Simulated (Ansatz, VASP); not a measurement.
## Si: VASP beside Ansatz

Contents of INCAR:

```
PREC = Accurate
ENCUT = 500
EDIFF = 1E-7
ISMEAR = -1
SIGMA = 0.08
LREAL = F
LASPH = T
NELM = 120
ALGO = Normal
ISIF = 3
LWAVE = F
LCHARG = F
GGA = PS
IBRION = 2
NSW = 100
EDIFFG = -0.002
GGA_COMPAT = F
NELMIN = 4
```

File KPOINTS:

```
Automatic mesh
0
Gamma
  16 16 16
```

The input POSCAR:

```
Si
1.0
    0.0000000000      2.7135600000      2.7135600000
    2.7135600000      0.0000000000      2.7135600000
    2.7135600000      2.7135600000      0.0000000000
Si
2
Direct
    0.2500000000      0.2500000000      0.2500000000
    0.0000000000      0.0000000000      0.0000000000
```

Input for Ansatz:

```yaml
crystal:
  lattice:
    - [0.0, 2.71356, 2.71356]
    - [2.71356, 0.0, 2.71356]
    - [2.71356, 2.71356, 0.0]
  atoms:
    - { symbol: Si, position: [0.25, 0.25, 0.25] }
    - { symbol: Si, position: [0.0, 0.0, 0.0] }
kpoints:
  mp_grid: { grid: [16, 16, 16] }
scf:
  occupations: { method: fermi_dirac, width: 0.08 }
hamiltonian:
  xc: pbesol
  pseudopotentials: { kind: paw }
relax:
  f_tol: 0.002
  max_steps: 80
  cell: {}
output:
  forces: true
  stress: true
```

Alike in both runs: task relaxation of cell and atoms; functional PBEsol; k mesh 16 × 16 × 16; occupations fermi-dirac, width 0.08 eV; no spin polarisation.

```csv
,VASP,Ansatz
version,VASP 6.6.1,Ansatz 0.2.0
potentials or method,"VASP PAW PBE potentials, release 64 (Si)","PAW with Ansatz's default frozen-core files, scalar-relativistic"
plane-wave cutoff (eV),500,420
valence electrons in the cell,8,8
```

|  | VASP | Ansatz | Ansatz less VASP |
| --- | --- | --- | --- |
| relaxed volume (Å³/atom) | 20.07 | 20.05 | -0.022 |
| relaxed cell length with the largest relative difference (Å) | 3.843 | 3.842 | -0.0014 |

VASP's potentials were made for PBE, not for PBEsol.
